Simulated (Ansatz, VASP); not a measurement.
**Ca in VASP and in Ansatz**

```
Ca
1.0
     0.00000    2.79420    2.79420
     2.68243    0.00000    2.79420
     2.68243    2.79420    0.00000
Ca
1
Direct
  0.00000 0.00000 0.00000
```

Change from the starting cell: strain -0.0400 x Voigt [1, 0, 0, 0, 0, 0], atoms carried along.

Alike in both runs: task single point; functional PBE; k mesh 14 × 14 × 14; occupations gaussian, width 0.15 eV; no spin polarisation.

|  | VASP | Ansatz |
| --- | --- | --- |
| version | VASP 6.6.1 | Ansatz 0.2.0 |
| potentials or method | VASP PAW PBE potentials, release 64 (Ca_sv), cutoff 520 eV | scalar-relativistic, plane waves, PAW |
| valence electrons in the cell | 10 | 10 |

```tsv
	VASP	Ansatz	Ansatz less VASP
gap on the k mesh at the Fermi level (eV)	none	none	-
pressure (GPa)	0.1	0.1	0.00
traceless stress, the component that is largest in VASP (GPa)	0.17	0.17	0.000
```

A gap of «none» marks a metal or a gap that the smearing closes. With one functional, cell and mesh, what is left measures potentials, basis and numerics.
